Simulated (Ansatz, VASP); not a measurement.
## Two plane-wave programs on PbS

```
CELL_PARAMETERS angstrom
2.01340 1.16244 3.58890
-2.01340 1.16244 3.58890
0.00000 -2.32487 3.58890
ATOMIC_POSITIONS crystal
Pb 0.97815 0.97815 0.97815
S 0.47745 0.47745 0.47745
```

Alike in both runs: task single point; functional r2SCAN; k mesh 9 × 9 × 9; occupations gaussian, width 0.05 eV; no spin polarisation.

```csv
,VASP,Ansatz
version,VASP 6.6.1,Ansatz 0.2.0
potentials or method,"VASP PAW PBE potentials, release 64 (Pb_d, S), cutoff 520 eV","scalar-relativistic, plane waves, PAW"
valence electrons in the cell,20,20
```

|  | VASP | Ansatz | Ansatz less VASP |
| --- | --- | --- | --- |
| pressure (GPa) | 3.4 | 3.4 | +0.02 |
| traceless stress, the component that is largest in VASP (GPa) | -2.63 | -2.63 | +0.001 |

VASP's potentials were made for PBE, not for r2SCAN. The functional is the same, so the differences come from potentials, cutoffs and numerics.

Spin-orbit coupling is off throughout.
